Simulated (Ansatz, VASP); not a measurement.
**One calculation of S, two programs**

Contents of POSCAR:

```
S
1.0
    0.0000000000      2.2386952673      1.5827575540
    2.2386952673      0.0000000000      1.5827575540
    2.2386952673      2.2386952673      0.0000000000
S
1
Direct
    0.0000000000      0.0000000000      0.0000000000
```

INCAR.step1

```
PREC = Accurate ; ENCUT = 520
ISMEAR = 0 ; SIGMA = 0.15
LREAL = F ; LASPH = T
NELM = 80 ; NBANDS = 9
GGA = PE ; ALGO = Normal
EDIFF = 1E-4 ; LWAVE = T
LCHARG = F
```

INCAR.step2

```
PREC = Accurate ; ENCUT = 520
EDIFF = 1E-6 ; ISMEAR = 0
SIGMA = 0.15 ; LREAL = F
LASPH = T ; NELM = 80
ALGO = Normal ; ISIF = 2
LWAVE = F ; LCHARG = T
METAGGA = R2SCAN ; LMIXTAU = T
LELF = T ; LVHAR = T
NBANDS = 9 ; ISTART = 1
```

KPOINTS

```
Automatic mesh
0
Gamma
  22 22 22
```

Input for Ansatz:

```yaml
crystal:
  lattice:
    - [0.0, 2.2386952673, 1.582757554]
    - [2.2386952673, 0.0, 1.582757554]
    - [2.2386952673, 2.2386952673, 0.0]
  atoms:
    - { symbol: S, position: [0.0, 0.0, 0.0] }
basis:
  ecutwfc: 500
kpoints:
  mp_grid: { grid: [22, 22, 22] }
hamiltonian:
  xc: r2scan
scf:
  occupations: { method: gaussian, width: 0.15 }
output:
  forces: true
  stress: true
  eigenvalues: true
```

Alike in both runs: task single point; functional r2SCAN; k mesh 22 × 22 × 22; occupations gaussian, width 0.15 eV; no spin polarisation.

```csv
,VASP,Ansatz
version,VASP 6.6.1,Ansatz 0.2.0
potentials or method,"VASP PAW PBE potentials, release 64 (S), cutoff 520 eV","scalar-relativistic, plane waves, PAW"
valence electrons in the cell,6,6
```

```csv
,VASP,Ansatz,Ansatz less VASP
gap on the k mesh at the Fermi level (eV),none,none,-
pressure (GPa),-0.5,-0.3,+0.25
```

VASP's potentials were made for PBE, not for r2SCAN. A gap of «none» marks a metal or a gap that the smearing closes.
